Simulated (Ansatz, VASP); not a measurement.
# Two plane-wave programs on ZrB

```
CELL_PARAMETERS angstrom
0.00000 2.32500 2.32500
2.32500 0.00000 2.32500
2.32500 2.32500 0.00000
ATOMIC_POSITIONS crystal
Zr 0.00000 0.00000 0.00000
B 0.50000 0.50000 0.50000
```

Alike in both runs: task single point; functional r2SCANh; k mesh 5 × 5 × 5; occupations gaussian, width 0.02 eV; collinear spin.

|  | VASP | Ansatz |
| --- | --- | --- |
| version | VASP 6.6.1 | Ansatz 0.2.0 |
| potentials or method | VASP PAW PBE potentials, release 64 (Zr_sv, B) | JTH PAW |
| plane-wave cutoff (eV) | 520 | 990 |
| valence electrons in the cell | 15 | 15 |

```csv
,VASP,Ansatz,Ansatz less VASP
gap on the k mesh at the Fermi level (eV),none,none,-
net moment per atom (μB),0.08,0.08,0.000
size of the moment on the site where the two differ most (μB),0.06,0.03,-0.023
```

VASP's potentials were made for PBE, not for r2SCANh. Site moments also hang on the region over which each program counts them. A gap of «none» marks a metal or a gap that the smearing closes. The functional is the same, so the differences come from potentials, cutoffs and numerics.

The k mesh is coarse, so the values compare programs but aren't converged. Noted on Ansatz's run: the magnetic or orbital state may not be the lowest.
